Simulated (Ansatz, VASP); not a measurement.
## One calculation of Co, two programs

INCAR

```
SYSTEM = Co
PREC = Accurate
ENCUT = 520
EDIFF = 1E-6
ISMEAR = -1
SIGMA = 0.05
LREAL = .False.
LASPH = .True.
NELM = 150
ALGO = Normal
ISIF = 2
LWAVE = .False.
LCHARG = .False.
ISPIN = 2
MAGMOM = 2 2 2 2
LORBIT = 11
LMAXMIX = 4
NBANDS = 30
```

KPOINTS

```
Automatic mesh
0
Gamma
  12 12 4
  0 0 0
```

Contents of POSCAR:

```
Co
1.0
    2.4705617809      0.0000000000      0.0000000000
   -1.2352808905      2.1395692639      0.0000000000
    0.0000000000      0.0000000000      8.0882338000
Co
4
Direct
    0.6666666667      0.3333333333      0.7500000000
    0.0000000000      0.0000000000      0.5000000000
    0.3333333333      0.6666666667      0.2500000000
    0.0000000000      0.0000000000      0.0000000000
```

The input input.yaml:

```yaml
crystal:
  lattice:
    - [2.4705617809, 0.0, 0.0]
    - [-1.2352808905, 2.1395692639, 0.0]
    - [0.0, 0.0, 8.0882338]
  atoms:
    - { symbol: Co, position: [0.6666666667, 0.3333333333, 0.75], spin: 2.0 }
    - { symbol: Co, position: [0.0, 0.0, 0.5], spin: 2.0 }
    - { symbol: Co, position: [0.3333333333, 0.6666666667, 0.25], spin: 2.0 }
    - { symbol: Co, position: [0.0, 0.0, 0.0], spin: 2.0 }
hamiltonian:
  xc: lda
  pseudopotentials: { kind: paw }
magnetization:
  spin_polarized: true
kpoints:
  mp_grid: { grid: [12, 12, 4] }
  band_path:
    path:
      - [[0.0, 0.0, 0.0], [0.5, 0.0, 0.0], [0.3333333333, 0.3333333333, 0.0], [0.0, 0.0, 0.0], [0.0, 0.0, 0.5], [0.5, 0.0, 0.5], [0.3333333333, 0.3333333333, 0.5], [0.0, 0.0, 0.5]]
      - [[0.5, 0.0, 0.5], [0.5, 0.0, 0.0]]
      - [[0.3333333333, 0.3333333333, 0.0], [0.3333333333, 0.3333333333, 0.5]]
    npoints: 14
scf:
  occupations: { method: fermi_dirac, width: 0.05 }
  n_extra_bands: 10
output:
  forces: true
  stress: true
  eigenvalues: true
  fatbands: true
  write_density: true
  write_potential: true
  elf: true
  volumetric_format: npy
```

Alike in both runs: functional LDA; k mesh 12 × 12 × 4; occupations fermi-dirac, width 0.05 eV; collinear spin.

|  | VASP | Ansatz |
| --- | --- | --- |
| version | VASP 6.6.1 | Ansatz 0.2.0 |
| potentials or method | VASP PAW LDA potentials, release 64 (Co) | Ansatz PAW |
| plane-wave cutoff (eV) | 520 | 420 |
| valence electrons in the cell | 36 | 68 |
| task | single point | band structure |

|  | VASP | Ansatz | Ansatz less VASP |
| --- | --- | --- | --- |
| gap on the k mesh at the Fermi level (eV) | none | none | - |
| pressure (GPa) | -15.8 | -14.6 | +1.19 |
| traceless stress, the component that is largest in VASP (GPa) | -2.09 | -2.41 | -0.315 |
| net moment per atom (μB) | 1.54 | 1.59 | +0.046 |
| size of the moment on the site where the two differ most (μB) | 1.55 | 1.65 | +0.092 |

LDA's correlation is that of Perdew and Zunger in VASP and of Perdew and Wang (1992) in Ansatz. Site moments also hang on the region over which each program counts them. A gap of «none» marks a metal or a gap that the smearing closes. VASP's potentials hold 36 valence electrons a cell and Ansatz's 68, so a difference there can come from the potentials and not from the codes.
